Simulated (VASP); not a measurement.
Here is a VASP 6.6.1 calculation.

The input INCAR:

```
SYSTEM = WSe2
  PREC = Accurate
  ENCUT = 520
  EDIFF = 1E-6
  ISMEAR = 0
  SIGMA = 0.02
  LREAL = .FALSE.
  LASPH = .TRUE.
  NELM = 100
  ALGO = Normal
  ISIF = 2
  LWAVE = .FALSE.
  LCHARG = .FALSE.
  GGA = PE
  IVDW = 12
  NBANDS = 64
```

KPOINTS

```
regular mesh
0
G
  12 12 1
  0 0 0
```

File POSCAR:

```
WSe2
1.0
    3.2790595289      0.0000000000      0.0000000000
   -1.6395297645      2.8397488526      0.0000000000
    0.0000000000      0.0000000000     25.5859196026
W Se
4 8
Direct
    0.6666666667      0.3333333333      0.8749889006
    0.6666666667      0.3333333333      0.3750131617
    0.3333333333      0.6666666667      0.6249868383
    0.3333333333      0.6666666667      0.1250110994
    0.3333333333      0.6666666667      0.9408182013
    0.3333333333      0.6666666667      0.4408420273
    0.6666666667      0.3333333333      0.6908156723
    0.6666666667      0.3333333333      0.1908406059
    0.3333333333      0.6666666667      0.8091593941
    0.3333333333      0.6666666667      0.3091843277
    0.6666666667      0.3333333333      0.5591579727
    0.6666666667      0.3333333333      0.0591817987
```

Potentials or basis: VASP PAW PBE potentials, release 64 (W_sv, Se).

Run with:

```console
$ cat potpaw_PBE.64/W_sv/POTCAR potpaw_PBE.64/Se/POTCAR > POTCAR
$ mpirun -np 1 vasp_std > vasp.out
```

Q: What does it give for the largest force?

A: 0.049 eV/Å.

Q: Estimate the band gap on the k mesh.

A: 0.89 eV.

Stress tensor (GPa, compression positive):
```
0.27 0.00 0.00
0.00 0.27 0.00
0.00 0.00 0.37
```

Caveat: spin-orbit coupling is left out, which moves the levels of the heavy elements; an odd mesh through Γ misses points on the zone boundary, where band edges can lie.
